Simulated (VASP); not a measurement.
# MnO2 (P4_2/mnm) in VASP: single point with PBE+U

Aim: the single point of MnO2 with PBE+U.

All numbers are computed with VASP 6.6.1; they aren't measurements. Logs are shortened: lines on timing, memory, paths and dates and some standing lists are left out, and cuts for length are marked.

### Step 1. The cell of the first run

It takes space group P4_2/mnm (No. 136, tetragonal). The conventional cell has a = 4.397 Å, b = 4.397 Å, c = 2.869 Å, α = 90.00°, β = 90.00°, γ = 90.00°. Mn (site symmetry mmm) has 6 O at 1.88 to 1.90 Å within 2.5 Å. O (site symmetry m2m) has 3 Mn at 1.88 to 1.90 Å and 1 O at 2.43 Å within 2.5 Å.

### Step 2. Single point, PBE+U, collinear spin, antiferromagnetic start

INCAR reads:

```
SYSTEM = MnO2
PREC = Accurate
ENCUT = 600
EDIFF = 1E-6
ISMEAR = 0
SIGMA = 0.05
LREAL = .FALSE.
LASPH = .TRUE.
NELM = 200
ALGO = Normal
ISIF = 2
LWAVE = .FALSE.
LCHARG = .FALSE.
ISPIN = 2
MAGMOM = 2.8 -2.8 -0.02 0.02 -0.02 0.02
LORBIT = 11
LMAXMIX = 4
LDAU = .TRUE.
LDAUTYPE = 2
LDAUL = 2 -1
LDAUU = 3.9 0
LDAUJ = 0 0
LDAUPRINT = 1
GGA = PE
NBANDS = 40
ISYM = 0
GGA_COMPAT = .FALSE.
```

KPOINTS reads:

```
regular mesh
0
G
  5 5 7
  0 0 0
```

POSCAR reads:

```
MnO2
1.0
    4.3970000000      0.0000000000      0.0000000000
    0.0000000000      4.3970000000      0.0000000000
    0.0000000000      0.0000000000      2.8690000000
Mn O
2 4
Direct
    0.0000000000      0.0000000000      0.0000000000
    0.5000000000      0.5000000000      0.5000000000
    0.3050000000      0.3050000000      0.0000000000
    0.1950000000      0.8050000000      0.5000000000
    0.6950000000      0.6950000000      0.0000000000
    0.8050000000      0.1950000000      0.5000000000
```

Potentials or basis: VASP PAW PBE potentials, release 64 (Mn_sv, O).

The run is started by

```bash
$ cat potpaw_PBE.64/Mn_sv/POTCAR potpaw_PBE.64/O/POTCAR > POTCAR
$ mpirun -np 1 vasp_std > vasp.out
```

OUTCAR:

```text
SYSTEM = MnO2
   PREC = Accurate
   ENCUT = 600
   EDIFF = 1E-6
   ISMEAR = 0
   LREAL = .FALSE.
   LASPH = .TRUE.
   NELM = 200
   ISIF = 2
   ISPIN = 2
   LORBIT = 11
   GGA = PE
   ISYM = 0

 ion  position               nearest neighbor table
   1  0.000  0.000  0.000-   4 1.88   6 1.88   4 1.88   6 1.88   5 1.90   3 1.90
   2  0.500  0.500  0.500-   3 1.88   5 1.88   3 1.88   5 1.88   4 1.90   6 1.90
   3  0.305  0.305  0.000-   2 1.88   2 1.88   1 1.90
   4  0.195  0.805  0.500-   1 1.88   1 1.88   2 1.90
   5  0.695  0.695  0.000-   2 1.88   2 1.88   1 1.90
   6  0.805  0.195  0.500-   1 1.88   1 1.88   2 1.90

IMPORTANT INFORMATION: All symmetrisations will be switched off!
NOSYMM: (Re-)initialisation of all symmetry stuff for point group C_1.

----------------------------------------------------------------------------------------

                                     Primitive cell

  volume of cell :      55.4681

  direct lattice vectors                    reciprocal lattice vectors
     4.397000000  0.000000000  0.000000000     0.227427792  0.000000000  0.000000000
     0.000000000  4.397000000  0.000000000     0.000000000  0.227427792  0.000000000
     0.000000000  0.000000000  2.869000000     0.000000000  0.000000000  0.348553503

  length of vectors
     4.397000000  4.397000000  2.869000000     0.227427792  0.227427792  0.348553503

  position of ions in fractional coordinates (direct lattice)
     0.000000000  0.000000000  0.000000000
     0.500000000  0.500000000  0.500000000
     0.305000000  0.305000000  0.000000000
     0.195000000  0.805000000  0.500000000
     0.695000000  0.695000000  0.000000000
     0.805000000  0.195000000  0.500000000

  ion indices of the primitive-cell ions
   primitive index   ion index
                 1           1
                 2           2
                 3           3
                 4           4
                 5           5
                 6           6

----------------------------------------------------------------------------------------

 KPOINTS: regular mesh

Automatic generation of k-mesh.
 Grid dimensions read from file:
 generate k-points for:    5    5    7

 Generating k-lattice:

  Cartesian coordinates                     Fractional coordinates (reciprocal lattice)
     0.045485558  0.000000000  0.000000000     0.200000000  0.000000000  0.000000000
     0.000000000  0.045485558  0.000000000     0.000000000  0.200000000  0.000000000
     0.000000000  0.000000000  0.049793358     0.000000000  0.000000000  0.142857143

  Length of vectors
     0.045485558  0.045485558  0.049793358

  Shift w.r.t. Gamma in fractional coordinates (k-lattice)
     0.000000000  0.000000000  0.000000000

 Subroutine IBZKPT returns following result:
 ===========================================

 Found     88 irreducible k-points:

 Following reciprocal coordinates:
            Coordinates               Weight
  0.000000  0.000000  0.000000      1.000000
  0.200000  0.000000  0.000000      2.000000
  0.000000  0.200000  0.000000      2.000000
  0.400000  0.000000  0.000000      2.000000
  0.000000  0.400000  0.000000      2.000000
[... 105 lines left out ...]
  o =  0.1022  v =  0.0000  0.0000  0.0000  0.0000  0.0000  0.0000 -0.7071 -0.0000 -0.7071  0.0000      0.0000  0.0000  0.0000  0.0000  0.0000  0.0000  0.0000  0.0000  0.0000  0.0000
  o =  0.1151  v =  0.0000  0.0000  0.0000  0.0000  0.0000 -0.0000 -0.0000  0.0000 -0.0000 -1.0000      0.0000  0.0000  0.0000  0.0000  0.0000  0.0000  0.0000  0.0000  0.0000  0.0000
  o =  0.2532  v =  0.0000  0.0000  0.0000  0.0000  0.0000 -0.8480 -0.0000  0.5301  0.0000  0.0000      0.0000  0.0000  0.0000  0.0000  0.0000  0.0000  0.0000  0.0000  0.0000  0.0000
  o =  0.2724  v =  0.0000  0.0000  0.0000  0.0000  0.0000 -0.0000  0.7071  0.0000 -0.7071 -0.0000      0.0000  0.0000  0.0000  0.0000  0.0000  0.0000  0.0000  0.0000  0.0000  0.0000
  o =  0.3996  v =  0.8480  0.0000 -0.5300 -0.0000 -0.0000  0.0000  0.0000  0.0000  0.0000  0.0000      0.0000  0.0000  0.0000  0.0000  0.0000  0.0000  0.0000  0.0000  0.0000  0.0000
  o =  0.4109  v =  0.0000 -0.7071 -0.0000  0.7071 -0.0000  0.0000  0.0000  0.0000  0.0000  0.0000      0.0000  0.0000  0.0000  0.0000  0.0000  0.0000  0.0000  0.0000  0.0000  0.0000
  o =  0.9250  v =  0.5300  0.0000  0.8480  0.0000  0.0000  0.0000  0.0000  0.0000  0.0000  0.0000      0.0000  0.0000  0.0000  0.0000  0.0000  0.0000  0.0000  0.0000  0.0000  0.0000
  o =  0.9294  v = -0.0000  0.7071 -0.0000  0.7071  0.0000  0.0000  0.0000  0.0000  0.0000  0.0000      0.0000  0.0000  0.0000  0.0000  0.0000  0.0000  0.0000  0.0000  0.0000  0.0000
  o =  0.9310  v =  0.0000 -0.0000 -0.0000 -0.0000  1.0000  0.0000  0.0000  0.0000  0.0000  0.0000      0.0000  0.0000  0.0000  0.0000  0.0000  0.0000  0.0000  0.0000  0.0000  0.0000

atom =   2  type =  1  l = 2

 onsite density matrix

spin component  1

  0.1977 -0.0000  0.0888 -0.0000  0.0000
 -0.0000  0.1873  0.0000  0.0851 -0.0000
  0.0888  0.0000  0.1111  0.0000  0.0000
 -0.0000  0.0851  0.0000  0.1873 -0.0000
  0.0000 -0.0000  0.0000 -0.0000  0.1152

spin component  2

  0.5472 -0.0000 -0.2362 -0.0000 -0.0000
 -0.0000  0.6702  0.0000 -0.2592 -0.0000
 -0.2362  0.0000  0.7774  0.0000 -0.0000
 -0.0000 -0.2592  0.0000  0.6702 -0.0000
 -0.0000 -0.0000 -0.0000 -0.0000  0.9310

 occupancies and eigenvectors

  o =  0.0556  v =  0.5301  0.0000 -0.8480 -0.0000  0.0000  0.0000  0.0000  0.0000  0.0000  0.0000      0.0000  0.0000  0.0000  0.0000  0.0000  0.0000  0.0000  0.0000  0.0000  0.0000
  o =  0.1022  v =  0.0000 -0.7071 -0.0000  0.7071  0.0000  0.0000  0.0000  0.0000  0.0000  0.0000      0.0000  0.0000  0.0000  0.0000  0.0000  0.0000  0.0000  0.0000  0.0000  0.0000
  o =  0.1152  v = -0.0000  0.0000 -0.0000  0.0000  1.0000  0.0000  0.0000  0.0000  0.0000  0.0000      0.0000  0.0000  0.0000  0.0000  0.0000  0.0000  0.0000  0.0000  0.0000  0.0000
  o =  0.2532  v = -0.8480  0.0000 -0.5301  0.0000 -0.0000  0.0000  0.0000  0.0000  0.0000  0.0000      0.0000  0.0000  0.0000  0.0000  0.0000  0.0000  0.0000  0.0000  0.0000  0.0000
  o =  0.2724  v = -0.0000 -0.7071 -0.0000 -0.7071  0.0000  0.0000  0.0000  0.0000  0.0000  0.0000      0.0000  0.0000  0.0000  0.0000  0.0000  0.0000  0.0000  0.0000  0.0000  0.0000
  o =  0.3996  v =  0.0000  0.0000  0.0000  0.0000  0.0000  0.8480  0.0000  0.5300  0.0000  0.0000      0.0000  0.0000  0.0000  0.0000  0.0000  0.0000  0.0000  0.0000  0.0000  0.0000
  o =  0.4110  v =  0.0000  0.0000  0.0000  0.0000  0.0000 -0.0000  0.7071 -0.0000  0.7071  0.0000      0.0000  0.0000  0.0000  0.0000  0.0000  0.0000  0.0000  0.0000  0.0000  0.0000
  o =  0.9250  v =  0.0000  0.0000  0.0000  0.0000  0.0000  0.5300  0.0000 -0.8480 -0.0000 -0.0000      0.0000  0.0000  0.0000  0.0000  0.0000  0.0000  0.0000  0.0000  0.0000  0.0000
  o =  0.9294  v =  0.0000  0.0000  0.0000  0.0000  0.0000 -0.0000  0.7071  0.0000 -0.7071 -0.0000      0.0000  0.0000  0.0000  0.0000  0.0000  0.0000  0.0000  0.0000  0.0000  0.0000
  o =  0.9310  v =  0.0000  0.0000  0.0000  0.0000  0.0000  0.0000 -0.0000  0.0000  0.0000 -1.0000      0.0000  0.0000  0.0000  0.0000  0.0000  0.0000  0.0000  0.0000  0.0000  0.0000

 number of electron      53.9999937 magnetization       0.0000001

 Free energy of the ion-electron system (eV)
  ---------------------------------------------------
  ext. energy  EPLUGINS =         0.00000000
  ---------------------------------------------------
  free energy    TOTEN  =       -42.79271094 eV

  energy without entropy =      -42.79271094  energy(sigma->0) =      -42.79271094

 E-fermi :   6.7664     XC(G=0): -12.0711

 val. band max:        6.5103756393   @ k =   0.0000   0.0000   0.0000
 cond. band min:       6.9757752212   @ k =   0.0000   0.0000   0.0000
 fundamental gap:      0.4653995818
 Fermi energy:         6.7663985754

 spin component 1

 k-point     1 :       0.0000    0.0000    0.0000
  band No.  band energies     occupation
      1     -75.7245      1.00000
      2     -72.4521      1.00000
      3     -44.4245      1.00000
      4     -44.3672      1.00000
      5     -44.3185      1.00000
      6     -41.2257      1.00000
[... 2009 lines left out ...]
     38      20.9747      0.00000
     39      21.8358      0.00000

 [... further k-points ...]

 [bands above 39 left out]

------------------------ aborting loop because EDIFF is reached ----------------------------------------

  FORCE on cell =-STRESS in cart. coord.  units (eV):
  Direction    XX          YY          ZZ          XY          YZ          ZX
  --------------------------------------------------------------------------------------
  -------------------------------------------------------------------------------------
  Total        2.0421904      2.0422151      3.3224590     -0.0004481      0.0000001     -0.0000046
  in kB       58.9879554     58.9886686     95.9680629     -0.0129436      0.0000018     -0.0001325
  external PRESSURE =      71.3148956 kB  Pullay stress =       0.0000000 kB

 VOLUME and BASIS-vectors are now :
 -----------------------------------------------------------------------------
  energy-cutoff  :      600.00
  volume of cell :       55.47
      direct lattice vectors                 reciprocal lattice vectors
     4.397000000  0.000000000  0.000000000     0.227427792  0.000000000  0.000000000
     0.000000000  4.397000000  0.000000000     0.000000000  0.227427792  0.000000000
     0.000000000  0.000000000  2.869000000     0.000000000  0.000000000  0.348553503

 POSITION                                       TOTAL-FORCE (eV/Angst)
 -----------------------------------------------------------------------------------
      0.00000      0.00000      0.00000         0.000002     -0.000002      0.000000
      2.19850      2.19850      1.43450        -0.000010      0.000000      0.000002
      1.34108      1.34108      0.00000        -0.068840     -0.068823     -0.000002
      0.85742      3.53958      1.43450         0.068853     -0.068834     -0.000002
      3.05592      3.05592      0.00000         0.068843      0.068824      0.000000
      3.53958      0.85742      1.43450        -0.068849      0.068834      0.000002
 -----------------------------------------------------------------------------------
    total drift:                               -0.000004     -0.000005      0.000000

  FREE ENERGIE OF THE ION-ELECTRON SYSTEM (eV)
  ---------------------------------------------------
  free  energy   TOTEN  =       -42.7927109439 eV

  energy  without entropy=      -42.7927109439  energy(sigma->0) =      -42.79271094

 total charge

# of ion       s       p       d       tot
------------------------------------------
    1        2.207   6.117   4.370  12.694
    2        2.207   6.117   4.370  12.694
    3        1.563   3.497   0.000   5.060
    4        1.563   3.497   0.000   5.060
    5        1.563   3.497   0.000   5.060
    6        1.563   3.497   0.000   5.060
--------------------------------------------------
tot         10.666  26.223   8.740  45.629

 magnetization (x)

# of ion       s       p       d       tot
------------------------------------------
    1        0.014   0.014   2.790   2.818
    2       -0.014  -0.014  -2.790  -2.818
    3       -0.001  -0.020   0.000  -0.021
    4        0.001   0.020   0.000   0.021
    5       -0.001  -0.020   0.000  -0.021
    6        0.001   0.020   0.000   0.021
--------------------------------------------------
tot         -0.000   0.000  -0.000  -0.000
```

Wall time 11 min (1 thread of Intel Xeon Platinum 8375C at 2.90GHz (Ice Lake), shared host); peak memory 0.43 GiB.

Results:

| Item | Value |
| --- | --- |
| Free energy | -42.7927 eV |
| Pressure | 7.1 GPa |
| Largest force | 0.097 eV/Å |
| Band gap on the k mesh | 0.47 eV |
| Net moment | 0.00 μB per cell |
| Site moments | Mn +2.82, -2.82; O -0.02, +0.02 (each value once) μB |
| Valence electrons inside the program's atomic spheres | Mn 12.69; O 5.06 |

Forces in eV/Å, atoms in the order of the input:
```
Mn   0.000  0.000  0.000
Mn   0.000  0.000  0.000
O   -0.069 -0.069  0.000
O    0.069 -0.069  0.000
O    0.069  0.069  0.000
O   -0.069  0.069  0.000
```

Stress tensor (GPa, compression positive):
```
5.90 0.00 0.00
0.00 5.90 0.00
0.00 0.00 9.60
```

Levels at points of the mesh, in eV from the valence-band top:
Spin up:
```
           k point  band 24  band 25  band 26  band 27  band 28  band 29  band 30  band 31
(0.00, 0.00, 0.00)    -1.26    -0.68    -0.63     0.00     0.47     1.48     2.20     3.21
```
Spin down:
| k point | band 25 | band 26 | band 27 | band 28 | band 29 | band 30 |
| --- | --- | --- | --- | --- | --- | --- |
| (0.00, 0.00, 0.00) | -0.68 | -0.63 | 0.00 | 0.47 | 1.48 | 2.20 |

Eigenvalues of the final occupation matrices:
```
    site  spin  trace               eigenvalues
site 1 d     1   3.60  0.40 0.41 0.93 0.93 0.93
site 1 d     2   0.80  0.06 0.10 0.12 0.25 0.27
site 2 d     1   0.80  0.06 0.10 0.12 0.25 0.27
site 2 d     2   3.60  0.40 0.41 0.93 0.93 0.93
```

Caveat: the cell stands under pressure.
